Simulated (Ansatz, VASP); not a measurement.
**Two plane-wave programs on NbTe**

Contents of INCAR:

```
SYSTEM = NbTe
  ALGO = Normal
  EDIFF = 1E-6
  EDIFFG = -0.01
  ENCUT = 600
  GGA = PE
  IBRION = 2
  ISIF = 3
  ISMEAR = -1
  IVDW = 13
  LASPH = .TRUE.
  LCHARG = .FALSE.
  LREAL = .FALSE.
  LWAVE = .FALSE.
  NELM = 80
  NSW = 60
  PREC = Accurate
  SIGMA = 0.05
```

KPOINTS

```
k-points
0
G
  8 8 8
  0 0 0
```

Contents of POSCAR:

```
NbTe
1.0
    3.4257000000      0.0000000000      0.0000000000
    0.0000000000      3.4257000000      0.0000000000
    0.0000000000      0.0000000000      3.4257000000
Nb Te
1 1
Direct
    0.5000000000      0.5000000000      0.5000000000
    0.0000000000      0.0000000000      0.0000000000
```

input.yaml

```yaml
crystal:
  lattice:
    - [3.4257, 0.0, 0.0]
    - [0.0, 3.4257, 0.0]
    - [0.0, 0.0, 3.4257]
  atoms:
    - { symbol: Nb, position: [0.5, 0.5, 0.5] }
    - { symbol: Te, position: [0.0, 0.0, 0.0] }
hamiltonian:
  xc: pbe
  pseudopotentials: { kind: paw }
  dispersion: d4
kpoints:
  mp_grid: { grid: [8, 8, 8] }
scf:
  occupations: { method: fermi_dirac, width: 0.05 }
output:
  forces: true
  stress: true
  eigenvalues: true
relax:
  f_tol: 0.01
  max_steps: 40
  cell: { stress_tol: 0.05 }
```

Alike in both runs: task relaxation of cell and atoms; functional PBE; dispersion D4; k mesh 8 × 8 × 8; occupations fermi-dirac, width 0.05 eV; no spin polarisation.

|  | VASP | Ansatz |
| --- | --- | --- |
| version | VASP 6.6.1 | Ansatz 0.2.0 |
| potentials or method | VASP PAW PBE potentials, release 64 (Nb_sv, Te) | Ansatz PAW |
| plane-wave cutoff (eV) | 600 | 420 |
| valence electrons in the cell | 19 | 29 |

VASP gave:

| Quantity | Value |
| --- | --- |
| gap on the k mesh at the Fermi level, each at its own relaxed structure (eV) | none |
| relaxed volume (Å³/atom) | 19.50 |
| relaxed cell length with the largest relative difference (Å) | 3.391 |

Question: What did Ansatz give for the same quantities?

Answer: gap on the k mesh at the Fermi level, each at its own relaxed structure (eV): none; relaxed volume (Å³/atom): 19.52; relaxed cell length with the largest relative difference (Å): 3.392.

A gap of «none» marks a metal or a gap that the smearing closes. VASP's potentials hold 19 valence electrons a cell and Ansatz's 29, so a difference there can come from the potentials and not from the codes.

Spin-orbit coupling is off throughout. Noted on Ansatz's run: the plane-wave basis is chosen anew once the cell has moved, so the energies of steps on either side of that aren't comparable.
